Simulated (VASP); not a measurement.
# Ca8F15 (a cell with a defect) in VASP: relaxation of the atoms with PBE

Aim: the relaxation of the atoms of Ca8F15 (a cell with a defect) with PBE.

Everything below comes from runs of VASP 6.6.1. Logs are shortened: lines on timing, memory, paths and dates and some standing lists are left out, and cuts for length are marked.

**1. The cell of the first run**

The cell holds a defect, 23 atoms: a = 7.801 Å, b = 7.801 Å, c = 7.801 Å, α = 60.00°, β = 60.00°, γ = 60.00°.

**2. Relaxation of the atoms, PBE (atoms taken out)**

INCAR reads:

```
SYSTEM = Ca8F15
  PREC = Accurate
  ENCUT = 520
  EDIFF = 1E-7
  ISMEAR = -1
  SIGMA = 0.01
  LREAL = .FALSE.
  LASPH = .TRUE.
  NELM = 120
  ALGO = Normal
  ISIF = 2
  LWAVE = .FALSE.
  LCHARG = .FALSE.
  GGA = PE
  IBRION = 2
  NSW = 60
  EDIFFG = -0.03
  NELECT = 184.0
  GGA_COMPAT = .FALSE.
  NELMIN = 4
  KPAR = 4
```

KPOINTS reads:

```
regular mesh
0
G
  3 3 3
  0 0 0
```

POSCAR reads:

```
Ca8F15
1.0
    0.0000000000      5.5160519364      5.5160519364
    5.5160519364      0.0000000000      5.5160519364
    5.5160519364      5.5160519364      0.0000000000
Ca F
8 15
Direct
    0.0000000000      0.0000000000      0.0000000000
    0.0000000000      0.0000000000      0.5000000000
    0.0000000000      0.5000000000      0.0000000000
    0.0000000000      0.5000000000      0.5000000000
    0.5000000000      0.0000000000      0.0000000000
    0.5000000000      0.0000000000      0.5000000000
    0.5000000000      0.5000000000      0.0000000000
    0.5000000000      0.5000000000      0.5000000000
    0.3750000000      0.3750000000      0.8750000000
    0.3750000000      0.8750000000      0.3750000000
    0.3750000000      0.8750000000      0.8750000000
    0.8750000000      0.3750000000      0.3750000000
    0.8750000000      0.3750000000      0.8750000000
    0.8750000000      0.8750000000      0.3750000000
    0.8750000000      0.8750000000      0.8750000000
    0.1250000000      0.1250000000      0.1250000000
    0.1250000000      0.1250000000      0.6250000000
    0.1250000000      0.6250000000      0.1250000000
    0.1250000000      0.6250000000      0.6250000000
    0.6250000000      0.1250000000      0.1250000000
    0.6250000000      0.1250000000      0.6250000000
    0.6250000000      0.6250000000      0.1250000000
    0.6250000000      0.6250000000      0.6250000000
```

Potentials or basis: VASP PAW PBE potentials, release 64 (Ca_sv, F).

On the command line:

```bash
> cat potpaw_PBE.64/Ca_sv/POTCAR potpaw_PBE.64/F/POTCAR > POTCAR
> mpirun -np 4 vasp_std > vasp.out
```

OUTCAR:

```text
SYSTEM = Ca8F15
   PREC = Accurate
   ENCUT = 520
   EDIFF = 1E-7
   ISMEAR = -1
   LREAL = .FALSE.
   LASPH = .TRUE.
   NELM = 120
   ISIF = 2
   GGA = PE
   IBRION = 2
   NSW = 60
   EDIFFG = -0.03
   NELECT = 184.0
   NELMIN = 4

 ion  position               nearest neighbor table
   1  0.000  0.000  0.000-  11 2.39  13 2.39  14 2.39  15 2.39  16 2.39  17 2.39  18 2.39  20 2.39

   2  0.000  0.000  0.500-  10 2.39  12 2.39  14 2.39  15 2.39  16 2.39  17 2.39  19 2.39  21 2.39

   3  0.000  0.500  0.000-   9 2.39  12 2.39  13 2.39  15 2.39  16 2.39  18 2.39  19 2.39  22 2.39

   4  0.000  0.500  0.500-  12 2.39  13 2.39  14 2.39  17 2.39  18 2.39  19 2.39  23 2.39
   5  0.500  0.000  0.000-   9 2.39  10 2.39  11 2.39  15 2.39  16 2.39  20 2.39  21 2.39  22 2.39

   6  0.500  0.000  0.500-  10 2.39  11 2.39  14 2.39  17 2.39  20 2.39  21 2.39  23 2.39
   7  0.500  0.500  0.000-   9 2.39  11 2.39  13 2.39  18 2.39  20 2.39  22 2.39  23 2.39
   8  0.500  0.500  0.500-   9 2.39  10 2.39  12 2.39  19 2.39  21 2.39  22 2.39  23 2.39
   9  0.375  0.375  0.875-   3 2.39   5 2.39   7 2.39   8 2.39
  10  0.375  0.875  0.375-   2 2.39   5 2.39   6 2.39   8 2.39
  11  0.375  0.875  0.875-   1 2.39   5 2.39   6 2.39   7 2.39
  12  0.875  0.375  0.375-   2 2.39   3 2.39   4 2.39   8 2.39
  13  0.875  0.375  0.875-   1 2.39   3 2.39   4 2.39   7 2.39
  14  0.875  0.875  0.375-   1 2.39   2 2.39   4 2.39   6 2.39
  15  0.875  0.875  0.875-   1 2.39   2 2.39   3 2.39   5 2.39
  16  0.125  0.125  0.125-   1 2.39   2 2.39   3 2.39   5 2.39
  17  0.125  0.125  0.625-   1 2.39   2 2.39   4 2.39   6 2.39
  18  0.125  0.625  0.125-   1 2.39   3 2.39   4 2.39   7 2.39
  19  0.125  0.625  0.625-   2 2.39   3 2.39   4 2.39   8 2.39
  20  0.625  0.125  0.125-   1 2.39   5 2.39   6 2.39   7 2.39
  21  0.625  0.125  0.625-   2 2.39   5 2.39   6 2.39   8 2.39
  22  0.625  0.625  0.125-   3 2.39   5 2.39   7 2.39   8 2.39
  23  0.625  0.625  0.625-   4 2.39   6 2.39   7 2.39   8 2.39

  LATTYP: Found a face centered cubic cell.
 ALAT       =    11.0321038728

  Lattice vectors:

 A1 = (   0.0000000000,   5.5160519364,   5.5160519364)
 A2 = (   5.5160519364,   0.0000000000,   5.5160519364)
 A3 = (   5.5160519364,   5.5160519364,   0.0000000000)

Analysis of symmetry for initial positions (statically):
=====================================================================
 Subroutine PRICEL returns:
 Original cell was already a primitive cell.

 Routine SETGRP: Setting up the symmetry group for a
 face centered cubic supercell.

 Subroutine GETGRP returns: Found 24 space group operations
 (whereof  6 operations were pure point group operations)
 out of a pool of 48 trial point group operations.

The static configuration has the point symmetry C_3v.
 The point group associated with its full space group is T_d .

Analysis of symmetry for dynamics (positions and initial velocities):
=====================================================================
 Subroutine PRICEL returns:
 Original cell was already a primitive cell.

 Routine SETGRP: Setting up the symmetry group for a
 face centered cubic supercell.

 Subroutine GETGRP returns: Found 24 space group operations
 (whereof  6 operations were pure point group operations)
 out of a pool of 48 trial point group operations.

The dynamic configuration has the point symmetry C_3v.
 The point group associated with its full space group is T_d .

 Subroutine INISYM returns: Found 24 space group operations
 (whereof  6 operations are pure point group operations),
 and found     1 'primitive' translations

----------------------------------------------------------------------------------------

                                     Primitive cell

  volume of cell :     335.6719

  direct lattice vectors                    reciprocal lattice vectors
     0.000000000  5.516051936  5.516051936    -0.090644542  0.090644542  0.090644542
     5.516051936  0.000000000  5.516051936     0.090644542 -0.090644542  0.090644542
     5.516051936  5.516051936  0.000000000     0.090644542  0.090644542 -0.090644542

  length of vectors
     7.800875459  7.800875459  7.800875459     0.157000952  0.157000952  0.157000952

  position of ions in fractional coordinates (direct lattice)
     0.000000000  0.000000000  0.000000000
     0.000000000  0.000000000  0.500000000
     0.000000000  0.500000000  0.000000000
     0.000000000  0.500000000  0.500000000
     0.500000000  0.000000000  0.000000000
     0.500000000  0.000000000  0.500000000
[... 15 lines left out ...]
     0.625000000  0.625000000  0.125000000
     0.625000000  0.625000000  0.625000000

  ion indices of the primitive-cell ions
   primitive index   ion index
                 1           1
                 2           2
                 3           3
                 4           4
                 5           5
                 6           6
[... 15 lines left out ...]
                22          22
                23          23

----------------------------------------------------------------------------------------

 KPOINTS: regular mesh

Automatic generation of k-mesh.
 Grid dimensions read from file:
 generate k-points for:    3    3    3

 Generating k-lattice:

  Cartesian coordinates                     Fractional coordinates (reciprocal lattice)
    -0.030214847  0.030214847  0.030214847     0.333333333  0.000000000  0.000000000
     0.030214847 -0.030214847  0.030214847     0.000000000  0.333333333  0.000000000
     0.030214847  0.030214847 -0.030214847     0.000000000  0.000000000  0.333333333

  Length of vectors
     0.052333651  0.052333651  0.052333651

  Shift w.r.t. Gamma in fractional coordinates (k-lattice)
     0.000000000  0.000000000  0.000000000

 Subroutine IBZKPT returns following result:
 ===========================================

 Found      4 irreducible k-points:

 Following reciprocal coordinates:
            Coordinates               Weight
  0.000000  0.000000  0.000000      1.000000
  0.333333  0.000000  0.000000      8.000000
  0.333333  0.333333  0.000000      6.000000
 -0.333333  0.333333  0.000000     12.000000
   k-points           NKPTS =      4   k-points in BZ     NKDIM =      4   number of bands    NBANDS=    110
   number of dos      NEDOS =    301   number of ions     NIONS =     23
   total plane-waves  NPLWV = 216000
   dimension x,y,z NGX =    60 NGY =   60 NGZ =   60
   dimension x,y,z NGXF=   120 NGYF=  120 NGZF=  120
   ions per type =               8  15
   NGX,Y,Z   is equivalent  to a cutoff of  12.79, 12.79, 12.79 a.u.
   NGXF,Y,Z  is equivalent  to a cutoff of  25.57, 25.57, 25.57 a.u.
 SYSTEM =  Ca8F15
   PREC   = accura    normal or accurate (medium, high low for compatibility)
   ISTART =      0    job   : 0-new  1-cont  2-samecut
   ICHARG =      2    charge: 1-file 2-atom 10-const
   ISPIN  =      1    spin polarized calculation?
   LNONCOLLINEAR =      F non collinear calculations
   LSORBIT =      F    spin-orbit coupling
   LASPH  =      T    aspherical Exc in radial PAW
   ENCUT  =  520.0 eV  38.22 Ry    6.18 a.u.  14.50 14.50 14.50*2*pi/ulx,y,z
   NELM   =    120;   NELMIN=  4; NELMDL= -5     # of ELM steps
   EDIFF  = 0.1E-06   stopping-criterion for ELM
   LREAL  =      F    real-space projection
   EDIFFG = -.3E-01   stopping-criterion for IOM
   NSW    =     60    number of steps for IOM
   IBRION =      2    ionic relax: 0-MD 1-quasi-New 2-CG
   NFREE  =      1    steps in history (QN), initial steepest desc. (CG)
   ISIF   =      2    stress and relaxation
   ISYM   =      2    0-nonsym 1-usesym 2-fastsym
   POTIM  = 0.5000    time-step for ionic-motion
   TEBEG  =    0.0;   TEEND  =   0.0 temperature during run
   PSTRESS=    0.0 pullay stress
   NELECT =     184.0000    total number of electrons
   NUPDOWN=      -1.0000    fix difference up-down
   EMIN   =  10.00;   EMAX   =-10.00  energy-range for DOS
   EFERMI =   0.00;   METHOD = LEGACY
   ISMEAR =    -1;   SIGMA  =   0.01  broadening in eV -4-tet -1-fermi 0-gaus
   EFERMI_NEDOS =   21; number of points for ismear=-14 and -15
   IALGO  =     38    algorithm
   IMIX   =      4    mixing-type and parameters
     AMIX     =   0.40;   BMIX     =  1.00
     AMIX_MAG =   1.60;   BMIX_MAG =  1.00
  volume/ion in A,a.u.               =      14.59        98.49
  Fermi-wavevector in a.u.,A,eV,Ry     =   1.339808  2.531869 24.423605  1.795084
  Thomas-Fermi vector in A             =   2.468170
   LORBIT       =      0    0 simple, 1 ext, 2 COOP (PROOUT), +10 PAW based schemes
   GGA     = PE    functional components
   LHFCALC =     F    Hartree Fock is set to
   AEXX    =    0.0000 exact exchange contribution
   IVDW    =     0    specifies the selected vdW correction
   LEPSILON=     F    determine dielectric tensor
   LRPA    =     F    only Hartree local field effects (RPA)
 conjugate gradient relaxation of ions
 non-spin polarized calculation
  energy-cutoff  :      520.00
  volume of cell :      335.67
 maximum number of plane-waves:      9185
 NGX is ok and might be reduce to    60
   NGX = 29   NGY = 29   NGZ = 29

--------------------------------------- Ionic step        1  -------------------------------------------

 number of electron     183.9999975 magnetization

 Free energy of the ion-electron system (eV)
  ---------------------------------------------------
  ext. energy  EPLUGINS =         0.00000000
  ---------------------------------------------------
  free energy    TOTEN  =      -134.13649909 eV

  energy without entropy =     -134.13649909  energy(sigma->0) =     -134.13649909

------------------------ aborting loop because EDIFF is reached ----------------------------------------

  FORCE on cell =-STRESS in cart. coord.  units (eV):
  Direction    XX          YY          ZZ          XY          YZ          ZX
  --------------------------------------------------------------------------------------
  -------------------------------------------------------------------------------------
  Total       -7.3768395     -7.3768395     -7.3768395      0.0000000      0.0000000     -0.0000000
  in kB      -35.2099885    -35.2099885    -35.2099885      0.0000000      0.0000000     -0.0000000
  external PRESSURE =     -35.2099885 kB  Pullay stress =       0.0000000 kB
[... 384 lines left out ...]
  energy  without entropy=     -135.0939918543  energy(sigma->0) =     -135.09399185

--------------------------------------- Ionic step        8  -------------------------------------------

 number of electron     183.9999975 magnetization

 Free energy of the ion-electron system (eV)
  ---------------------------------------------------
  ext. energy  EPLUGINS =         0.00000000
  ---------------------------------------------------
  free energy    TOTEN  =      -135.09501121 eV

  energy without entropy =     -135.09501121  energy(sigma->0) =     -135.09501121

 E-fermi :  -0.9325     XC(G=0):  -9.2351

 val. band max:       -1.2905258773   @ k =   0.0000   0.0000   0.0000
 cond. band min:       5.1708592831   @ k =   0.0000   0.0000   0.0000
 fundamental gap:      6.4613851604
 Fermi energy:        -0.9324982649

 k-point     1 :       0.0000    0.0000    0.0000
  band No.  band energies     occupation
      1     -37.5166      2.00000
      2     -37.4985      2.00000
      3     -37.4985      2.00000
      4     -37.4985      2.00000
      5     -37.1983      2.00000
      6     -37.1756      2.00000
[... 417 lines left out ...]
    103       8.0096      0.00000
    104       8.1039      0.00000
 [bands above 104 left out]

------------------------ aborting loop because EDIFF is reached ----------------------------------------

  FORCE on cell =-STRESS in cart. coord.  units (eV):
  Direction    XX          YY          ZZ          XY          YZ          ZX
  --------------------------------------------------------------------------------------
  -------------------------------------------------------------------------------------
  Total       -5.8651639     -5.8651639     -5.8651639      0.0000000      0.0000000     -0.0000000
  in kB      -27.9946924    -27.9946924    -27.9946924      0.0000000      0.0000000     -0.0000000
  external PRESSURE =     -27.9946924 kB  Pullay stress =       0.0000000 kB
[... 38 lines left out ...]
  FREE ENERGIE OF THE ION-ELECTRON SYSTEM (eV)
  ---------------------------------------------------
  free  energy   TOTEN  =      -135.0950112080 eV

  energy  without entropy=     -135.0950112080  energy(sigma->0) =     -135.09501121

 reached required accuracy - stopping structural energy minimisation
```

It took 9.9 min on 4 MPI ranks of Intel Xeon Platinum 8259CL at 2.50GHz (Skylake/Cascade Lake), shared host; peak memory 0.61 GiB.

What came out:

```yaml
Free_energy: -135.0950 eV
Energy_gained_by_relaxing: 41.7 meV/atom
Ionic_steps: 8
Largest_force_after_relaxing: 0.022 eV/Å
```

Forces on the atoms (eV/Å):
```
Ca   0.003  0.003  0.003
Ca  -0.003 -0.003  0.003
Ca  -0.003  0.003 -0.003
Ca   0.013 -0.013 -0.013
Ca   0.003 -0.003 -0.003
Ca  -0.013  0.013 -0.013
Ca  -0.013 -0.013  0.013
Ca   0.013  0.013  0.013
F    0.000  0.000 -0.006
F    0.000 -0.006  0.000
F    0.006  0.000  0.000
F   -0.006  0.000  0.000
F    0.000  0.006  0.000
F    0.000  0.000  0.006
F    0.000  0.000  0.000
F    0.000  0.000  0.000
F    0.000  0.000 -0.005
F    0.000 -0.005  0.000
F    0.005  0.000  0.000
F   -0.005  0.000  0.000
F    0.000  0.005  0.000
F    0.000  0.000  0.005
F    0.000  0.000  0.000
```

The path:
```tsv
step	energy change (eV)	largest force (eV/Å)	pressure (GPa)
1	0.0000	1.6330	-3.52
2	-0.6014	0.6868	-3.17
3	-0.7623	0.4426	-2.75
4	-0.8578	0.3115	-2.83
5	-0.9357	0.1804	-2.84
6	-0.9509	0.1094	-2.81
7	-0.9575	0.0709	-2.77
8	-0.9585	0.0218	-2.80
```

Final structure:
```yaml
crystal:
  lattice:
    - [0.00000, 5.51605, 5.51605]
    - [5.51605, 0.00000, 5.51605]
    - [5.51605, 5.51605, 0.00000]
  atoms:
    - { symbol: Ca, position: [0.00193, 0.00193, 0.00193] }
    - { symbol: Ca, position: [0.00193, 0.00193, 0.49421] }
    - { symbol: Ca, position: [0.00193, 0.49421, 0.00193] }
    - { symbol: Ca, position: [0.98387, 0.50538, 0.50538] }
    - { symbol: Ca, position: [0.49421, 0.00193, 0.00193] }
    - { symbol: Ca, position: [0.50538, 0.98387, 0.50538] }
    - { symbol: Ca, position: [0.50538, 0.50538, 0.98387] }
    - { symbol: Ca, position: [0.50538, 0.50538, 0.50538] }
    - { symbol: F, position: [0.37546, 0.37546, 0.87454] }
    - { symbol: F, position: [0.37546, 0.87454, 0.37546] }
    - { symbol: F, position: [0.37546, 0.87454, 0.87454] }
    - { symbol: F, position: [0.87454, 0.37546, 0.37546] }
    - { symbol: F, position: [0.87454, 0.37546, 0.87454] }
    - { symbol: F, position: [0.87454, 0.87454, 0.37546] }
    - { symbol: F, position: [0.87500, 0.87500, 0.87500] }
    - { symbol: F, position: [0.12500, 0.12500, 0.12500] }
    - { symbol: F, position: [0.14414, 0.14414, 0.60586] }
    - { symbol: F, position: [0.14414, 0.60586, 0.14414] }
    - { symbol: F, position: [0.14414, 0.60586, 0.60586] }
    - { symbol: F, position: [0.60586, 0.14414, 0.14414] }
    - { symbol: F, position: [0.60586, 0.14414, 0.60586] }
    - { symbol: F, position: [0.60586, 0.60586, 0.14414] }
    - { symbol: F, position: [0.62500, 0.62500, 0.62500] }
```

Caveat: the cell carries a net charge on a neutralising background, which shifts energy and pressure; the cell differs from its parent crystal (atoms taken out); the cell is charged against a uniform background, so pressure and absolute levels hang on convention.
